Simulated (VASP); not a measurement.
# Ga17N15 (a cell with a defect) in VASP: relaxation of the atoms with PBE

Aim: the relaxation of the atoms of Ga17N15 (a cell with a defect) with PBE.

Everything below comes from runs of VASP 6.6.1. Logs are shortened: lines on timing, memory, paths and dates and some standing lists are left out, and cuts for length are marked.

## (1) The cell of the first run

The cell holds a defect, 32 atoms: a = 7.878 Å, b = 7.878 Å, c = 7.878 Å, α = 109.47°, β = 109.47°, γ = 109.47°.

## (2) Relaxation of the atoms, PBE

Input file INCAR:

```
PREC = Accurate
ENCUT = 520
EDIFF = 1E-6
ISMEAR = 0
SIGMA = 0.01
LREAL = Auto
LASPH = True
NELM = 100
ALGO = Normal
ISIF = 2
LWAVE = False
LCHARG = False
GGA = PE
IBRION = 2
NSW = 65
EDIFFG = -0.025
KPAR = 2
```

Input file KPOINTS:

```
Automatic mesh
0
Gamma
  2 2 2
  0.5 0.5 0.5
```

Input file POSCAR:

```
Ga17N15
1.0
    4.5484769875      4.5484769875      4.5484769875
   -4.5484769875      4.5484769875     -4.5484769875
   -4.5484769875     -4.5484769875      4.5484769875
Ga N
17 15
Direct
    0.5000000000      0.7500000000      0.7500000000
    0.5000000000      0.5000000000      0.0000000000
    0.7500000000      0.5000000000      0.7500000000
    0.5000000000      0.2500000000      0.2500000000
    0.7500000000      0.2500000000      0.0000000000
    0.0000000000      0.2500000000      0.7500000000
    0.5000000000      0.0000000000      0.5000000000
    0.7500000000      0.0000000000      0.2500000000
    0.0000000000      0.0000000000      0.0000000000
    0.2500000000      0.0000000000      0.7500000000
    0.7500000000      0.7500000000      0.5000000000
    0.0000000000      0.7500000000      0.2500000000
    0.2500000000      0.7500000000      0.0000000000
    0.0000000000      0.5000000000      0.5000000000
    0.2500000000      0.5000000000      0.2500000000
    0.2500000000      0.2500000000      0.5000000000
    0.7500000000      0.0000000000      0.0000000000
    0.7500000000      0.7500000000      0.2500000000
    0.0000000000      0.7500000000      0.0000000000
    0.7500000000      0.5000000000      0.5000000000
    0.0000000000      0.5000000000      0.2500000000
    0.2500000000      0.5000000000      0.0000000000
    0.7500000000      0.2500000000      0.7500000000
    0.0000000000      0.2500000000      0.5000000000
    0.2500000000      0.2500000000      0.2500000000
    0.5000000000      0.2500000000      0.0000000000
    0.0000000000      0.0000000000      0.7500000000
    0.2500000000      0.0000000000      0.5000000000
    0.5000000000      0.0000000000      0.2500000000
    0.2500000000      0.7500000000      0.7500000000
    0.5000000000      0.7500000000      0.5000000000
    0.5000000000      0.5000000000      0.7500000000
```

Potentials or basis: VASP PAW PBE potentials, release 64 (Ga_d, N).

The run is started by

```
$ cat potpaw_PBE.64/Ga_d/POTCAR potpaw_PBE.64/N/POTCAR > POTCAR
$ mpirun -np 4 vasp_std > vasp.out
```

OUTCAR:

```text
PREC = Accurate
   ENCUT = 520
   EDIFF = 1E-6
   ISMEAR = 0
   LREAL = Auto
   LASPH = True
   NELM = 100
   ISIF = 2
   GGA = PE
   IBRION = 2
   NSW = 65
   EDIFFG = -0.025

 ion  position               nearest neighbor table
   1  0.500  0.750  0.750-  17 1.97  30 1.97  31 1.97  32 1.97
   2  0.500  0.500  0.000-  18 1.97  22 1.97  26 1.97  32 1.97
   3  0.750  0.500  0.750-  19 1.97  20 1.97  23 1.97  32 1.97
   4  0.500  0.250  0.250-  20 1.97  25 1.97  26 1.97  29 1.97
   5  0.750  0.250  0.000-  17 1.97  21 1.97  23 1.97  26 1.97
   6  0.000  0.250  0.750-  22 1.97  23 1.97  24 1.97  27 1.97
[... 24 lines left out ...]
  31  0.500  0.750  0.500-   1 1.97   7 1.97  11 1.97  15 1.97
  32  0.500  0.500  0.750-   1 1.97   2 1.97   3 1.97  16 1.97

  LATTYP: Found a body centered cubic cell.
 ALAT       =     9.0969539750

  Lattice vectors:

 A1 = (   4.5484769875,   4.5484769875,   4.5484769875)
 A2 = (  -4.5484769875,   4.5484769875,  -4.5484769875)
 A3 = (  -4.5484769875,  -4.5484769875,   4.5484769875)

Analysis of symmetry for initial positions (statically):
=====================================================================
 Subroutine PRICEL returns:
 Original cell was already a primitive cell.

 Routine SETGRP: Setting up the symmetry group for a
 body centered cubic supercell.

 Subroutine GETGRP returns: Found 24 space group operations
 (whereof  6 operations were pure point group operations)
 out of a pool of 48 trial point group operations.

The static configuration has the point symmetry C_3v.
 The point group associated with its full space group is T_d .

Analysis of symmetry for dynamics (positions and initial velocities):
=====================================================================
 Subroutine PRICEL returns:
 Original cell was already a primitive cell.

 Routine SETGRP: Setting up the symmetry group for a
 body centered cubic supercell.

 Subroutine GETGRP returns: Found 24 space group operations
 (whereof  6 operations were pure point group operations)
 out of a pool of 48 trial point group operations.

The dynamic configuration has the point symmetry C_3v.
 The point group associated with its full space group is T_d .

 Subroutine INISYM returns: Found 24 space group operations
 (whereof  6 operations are pure point group operations),
 and found     1 'primitive' translations

----------------------------------------------------------------------------------------

                                     Primitive cell

  volume of cell :     376.4073

  direct lattice vectors                    reciprocal lattice vectors
     4.548476987  4.548476987  4.548476987     0.000000000  0.109926906  0.109926906
    -4.548476987  4.548476987 -4.548476987    -0.109926906  0.109926906  0.000000000
    -4.548476987 -4.548476987  4.548476987    -0.109926906  0.000000000  0.109926906

  length of vectors
     7.878193239  7.878193239  7.878193239     0.155460121  0.155460121  0.155460121

  position of ions in fractional coordinates (direct lattice)
     0.500000000  0.750000000  0.750000000
     0.500000000  0.500000000  0.000000000
     0.750000000  0.500000000  0.750000000
     0.500000000  0.250000000  0.250000000
     0.750000000  0.250000000  0.000000000
     0.000000000  0.250000000  0.750000000
[... 24 lines left out ...]
     0.500000000  0.750000000  0.500000000
     0.500000000  0.500000000  0.750000000

  ion indices of the primitive-cell ions
   primitive index   ion index
                 1           1
                 2           2
                 3           3
                 4           4
                 5           5
                 6           6
[... 24 lines left out ...]
                31          31
                32          32

----------------------------------------------------------------------------------------

 KPOINTS: Automatic mesh

Automatic generation of k-mesh.
 Grid dimensions read from file:
 generate k-points for:    2    2    2

 Generating k-lattice:

  Cartesian coordinates                     Fractional coordinates (reciprocal lattice)
     0.000000000  0.054963453  0.054963453     0.500000000  0.000000000  0.000000000
    -0.054963453  0.054963453  0.000000000     0.000000000  0.500000000  0.000000000
    -0.054963453  0.000000000  0.054963453     0.000000000  0.000000000  0.500000000

  Length of vectors
     0.077730060  0.077730060  0.077730060

  Shift w.r.t. Gamma in fractional coordinates (k-lattice)
     0.500000000  0.500000000  0.500000000

 Subroutine IBZKPT returns following result:
 ===========================================

 Found      2 irreducible k-points:

 Following reciprocal coordinates:
            Coordinates               Weight
  0.250000  0.250000  0.250000      2.000000
 -0.250000  0.250000  0.250000      6.000000
   k-points           NKPTS =      2   k-points in BZ     NKDIM =      2   number of bands    NBANDS=    178
   number of dos      NEDOS =    301   number of ions     NIONS =     32
   total plane-waves  NPLWV = 216000
   dimension x,y,z NGX =    60 NGY =   60 NGZ =   60
   dimension x,y,z NGXF=   120 NGYF=  120 NGZF=  120
   ions per type =              17  15
   NGX,Y,Z   is equivalent  to a cutoff of  12.66, 12.66, 12.66 a.u.
   NGXF,Y,Z  is equivalent  to a cutoff of  25.32, 25.32, 25.32 a.u.
 SYSTEM =  unknown system
   PREC   = accura    normal or accurate (medium, high low for compatibility)
   ISTART =      0    job   : 0-new  1-cont  2-samecut
   ICHARG =      2    charge: 1-file 2-atom 10-const
   ISPIN  =      1    spin polarized calculation?
   LNONCOLLINEAR =      F non collinear calculations
   LSORBIT =      F    spin-orbit coupling
   LASPH  =      T    aspherical Exc in radial PAW
   ENCUT  =  520.0 eV  38.22 Ry    6.18 a.u.  14.65 14.65 14.65*2*pi/ulx,y,z
   NELM   =    100;   NELMIN=  2; NELMDL= -5     # of ELM steps
   EDIFF  = 0.1E-05   stopping-criterion for ELM
   LREAL  =      T    real-space projection
   EDIFFG = -.3E-01   stopping-criterion for IOM
   NSW    =     65    number of steps for IOM
   IBRION =      2    ionic relax: 0-MD 1-quasi-New 2-CG
   NFREE  =      1    steps in history (QN), initial steepest desc. (CG)
   ISIF   =      2    stress and relaxation
   ISYM   =      2    0-nonsym 1-usesym 2-fastsym
   POTIM  = 0.5000    time-step for ionic-motion
   TEBEG  =    0.0;   TEEND  =   0.0 temperature during run
   PSTRESS=    0.0 pullay stress
   NELECT =     296.0000    total number of electrons
   NUPDOWN=      -1.0000    fix difference up-down
   EMIN   =  10.00;   EMAX   =-10.00  energy-range for DOS
   EFERMI =   0.00;   METHOD = LEGACY
   ISMEAR =     0;   SIGMA  =   0.01  broadening in eV -4-tet -1-fermi 0-gaus
   EFERMI_NEDOS =   21; number of points for ismear=-14 and -15
   IALGO  =     38    algorithm
   IMIX   =      4    mixing-type and parameters
     AMIX     =   0.40;   BMIX     =  1.00
     AMIX_MAG =   1.60;   BMIX_MAG =  1.00
  volume/ion in A,a.u.               =      11.76        79.38
  Fermi-wavevector in a.u.,A,eV,Ry     =   1.511075  2.855518 31.066838  2.283348
  Thomas-Fermi vector in A             =   2.621181
   LORBIT       =      0    0 simple, 1 ext, 2 COOP (PROOUT), +10 PAW based schemes
   GGA     = PE    functional components
   LHFCALC =     F    Hartree Fock is set to
   AEXX    =    0.0000 exact exchange contribution
   IVDW    =     0    specifies the selected vdW correction
   LEPSILON=     F    determine dielectric tensor
   LRPA    =     F    only Hartree local field effects (RPA)
 conjugate gradient relaxation of ions
 non-spin polarized calculation
 Gauss-broadening in eV      SIGMA  =   0.01
  energy-cutoff  :      520.00
  volume of cell :      376.41
 maximum number of plane-waves:     10168
 NGX is ok and might be reduce to    60
   NGX = 29   NGY = 29   NGZ = 29

--------------------------------------- Ionic step        1  -------------------------------------------

 number of electron     296.0000346 magnetization

 Free energy of the ion-electron system (eV)
  ---------------------------------------------------
  ext. energy  EPLUGINS =         0.00000000
  ---------------------------------------------------
  free energy    TOTEN  =      -178.03997518 eV

  energy without entropy =     -178.03467505  energy(sigma->0) =     -178.03732511

------------------------ aborting loop because EDIFF is reached ----------------------------------------

  FORCE on cell =-STRESS in cart. coord.  units (eV):
  Direction    XX          YY          ZZ          XY          YZ          ZX
  --------------------------------------------------------------------------------------
  -------------------------------------------------------------------------------------
  Total       28.6565492     28.6565492     28.6565492      0.0000000      0.0000000     -0.0000000
  in kB      121.9765871    121.9765871    121.9765871      0.0000000      0.0000000     -0.0000000
  external PRESSURE =     121.9765871 kB  Pullay stress =       0.0000000 kB
[... 179 lines left out ...]
  FREE ENERGIE OF THE ION-ELECTRON SYSTEM (eV)
  ---------------------------------------------------
  free  energy   TOTEN  =      -181.6525936149 eV

  energy  without entropy=     -181.6472934761  energy(sigma->0) =     -181.64994355

[... ionic steps 4 to 7 ...]

--------------------------------------- Ionic step        8  -------------------------------------------

 number of electron     296.0000036 magnetization

------------------------ aborting loop because EDIFF is reached ----------------------------------------
[... 127 lines left out ...]
--------------------------------------- Ionic step       10  -------------------------------------------

 number of electron     296.0000055 magnetization

 Free energy of the ion-electron system (eV)
  ---------------------------------------------------
  ext. energy  EPLUGINS =         0.00000000
  ---------------------------------------------------
  free energy    TOTEN  =      -182.24263593 eV

  energy without entropy =     -182.23733579  energy(sigma->0) =     -182.23998586

 E-fermi :   6.6769     XC(G=0): -11.6601

 val. band max:        6.6700284627   @ k =  -0.2500   0.2500   0.2500
 cond. band min:       6.7360971226   @ k =   0.2500   0.2500   0.2500
 fundamental gap:      0.0660686599
 Fermi energy:         6.6768683145

 k-point     1 :       0.2500    0.2500    0.2500
  band No.  band energies     occupation
      1     -10.2225      2.00000
      2     -10.2225      2.00000
      3     -10.2225      2.00000
      4     -10.0242      2.00000
      5      -9.8060      2.00000
      6      -9.8060      2.00000
[... 152 lines left out ...]
    159      10.6548      0.00000
    160      10.6548      0.00000

 k-point     2 :      -0.2500    0.2500    0.2500
  band No.  band energies     occupation
      1     -10.4771      2.00000
      2     -10.0459      2.00000
      3      -9.9902      2.00000
      4      -9.9364      2.00000
      5      -9.9364      2.00000
      6      -9.8268      2.00000
[... 152 lines left out ...]
    159      10.5093      0.00000
    160      10.6565      0.00000
 [bands above 160 left out]

------------------------ aborting loop because EDIFF is reached ----------------------------------------

  FORCE on cell =-STRESS in cart. coord.  units (eV):
  Direction    XX          YY          ZZ          XY          YZ          ZX
  --------------------------------------------------------------------------------------
  -------------------------------------------------------------------------------------
  Total       21.3029664     21.3029664     21.3029664      0.0000000      0.0000000     -0.0000000
  in kB       90.6760658     90.6760658     90.6760658      0.0000000      0.0000000     -0.0000000
  external PRESSURE =      90.6760658 kB  Pullay stress =       0.0000000 kB
[... 47 lines left out ...]
  FREE ENERGIE OF THE ION-ELECTRON SYSTEM (eV)
  ---------------------------------------------------
  free  energy   TOTEN  =      -182.2426359337 eV

  energy  without entropy=     -182.2373357949  energy(sigma->0) =     -182.23998586

 reached required accuracy - stopping structural energy minimisation
```

Run time: 19 min. Hardware: 4 MPI ranks of AMD EPYC 7R43 (Zen 3), shared host; peak memory 0.35 GiB.

Results:

- Free energy: -182.2426 eV
- Energy gained by relaxing: 131.3 meV/atom
- Ionic steps: 10
- Pressure after relaxing: 9.1 GPa
- Largest force after relaxing: 0.017 eV/Å
- Band gap on the k mesh: zero (bands 148 and 149 overlap by 0.07 eV)

Forces on the atoms (eV/Å):
```
Ga  -0.004  0.004  0.004
Ga  -0.006  0.002 -0.006
Ga  -0.002  0.006 -0.006
Ga   0.002  0.006  0.006
Ga   0.004 -0.004  0.004
Ga  -0.006 -0.002  0.006
Ga  -0.006 -0.006  0.002
Ga   0.004  0.004 -0.004
Ga  -0.004 -0.004 -0.004
Ga   0.006  0.006  0.002
Ga  -0.002 -0.006  0.006
Ga  -0.006  0.006 -0.002
Ga   0.006  0.002  0.006
Ga   0.002 -0.006 -0.006
Ga   0.006 -0.002 -0.006
Ga   0.006 -0.006 -0.002
Ga   0.000  0.000  0.000
N    0.006  0.011 -0.011
N   -0.011 -0.006 -0.011
N    0.000  0.000  0.000
N    0.011 -0.011  0.006
N    0.000  0.000  0.000
N    0.006 -0.011  0.011
N    0.011  0.006 -0.011
N   -0.006 -0.011 -0.011
N    0.011 -0.006  0.011
N   -0.011 -0.011 -0.006
N    0.000  0.000  0.000
N    0.011  0.011 -0.006
N   -0.006  0.011  0.011
N   -0.011  0.006  0.011
N   -0.011  0.011  0.006
```

The path:
```csv
step,energy change (eV),largest force (eV/Å),pressure (GPa)
1,0.0000,7.8490,12.20
2,-3.1257,2.2561,10.65
3,-3.6126,1.0418,9.61
4,-4.1208,0.2512,9.29
5,-4.1520,0.2981,9.22
6,-4.1877,0.1046,9.11
7,-4.1908,0.1113,9.06
8,-4.2011,0.0600,9.06
9,-4.2017,0.0533,9.05
10,-4.2027,0.0170,9.07
```

Final structure:
```cif
data_structure
_symmetry_space_group_name_H-M 'P 1'
_symmetry_Int_Tables_number 1
_cell_length_a 7.8782
_cell_length_b 7.8782
_cell_length_c 7.8782
_cell_angle_alpha 109.471
_cell_angle_beta 109.471
_cell_angle_gamma 109.471
_cell_volume 376.41
loop_
_atom_site_label
_atom_site_type_symbol
_atom_site_fract_x
_atom_site_fract_y
_atom_site_fract_z
_atom_site_occupancy
Ga1 Ga 0.46232 0.71232 0.71232 1
Ga2 Ga 0.49762 0.50566 0.00000 1
Ga3 Ga 0.75000 0.50566 0.74762 1
Ga4 Ga 0.50804 0.25238 0.25238 1
Ga5 Ga 0.75000 0.28768 0.00000 1
Ga6 Ga 0.00238 0.25238 0.75804 1
Ga7 Ga 0.49762 0.00000 0.50566 1
Ga8 Ga 0.75000 0.00000 0.28768 1
Ga9 Ga 0.03768 0.00000 0.00000 1
Ga10 Ga 0.25566 0.00000 0.74762 1
Ga11 Ga 0.75000 0.74762 0.50566 1
Ga12 Ga 0.00238 0.75804 0.25238 1
Ga13 Ga 0.25566 0.74762 0.00000 1
Ga14 Ga 0.99196 0.49434 0.49434 1
Ga15 Ga 0.24434 0.49434 0.24196 1
Ga16 Ga 0.24434 0.24196 0.49434 1
Ga17 Ga 0.75000 0.00000 0.00000 1
N1 N 0.75000 0.74330 0.25712 1
N2 N 0.00712 0.74330 0.00000 1
N3 N 0.75000 0.50000 0.50000 1
N4 N 0.00670 0.51382 0.25670 1
N5 N 0.25000 0.50000 0.00000 1
N6 N 0.75000 0.25712 0.74330 1
N7 N 0.00670 0.25670 0.51382 1
N8 N 0.26382 0.25670 0.25670 1
N9 N 0.49330 0.25712 0.00000 1
N10 N 0.00712 0.00000 0.74330 1
N11 N 0.25000 0.00000 0.50000 1
N12 N 0.49330 0.00000 0.25712 1
N13 N 0.23618 0.74288 0.74288 1
N14 N 0.49288 0.74288 0.48618 1
N15 N 0.49288 0.48618 0.74288 1
```

Caveat: the k points lie up to 0.49 Å⁻¹ apart.

The gap in the log of VASP goes by the Fermi energy; the results here count the filled bands.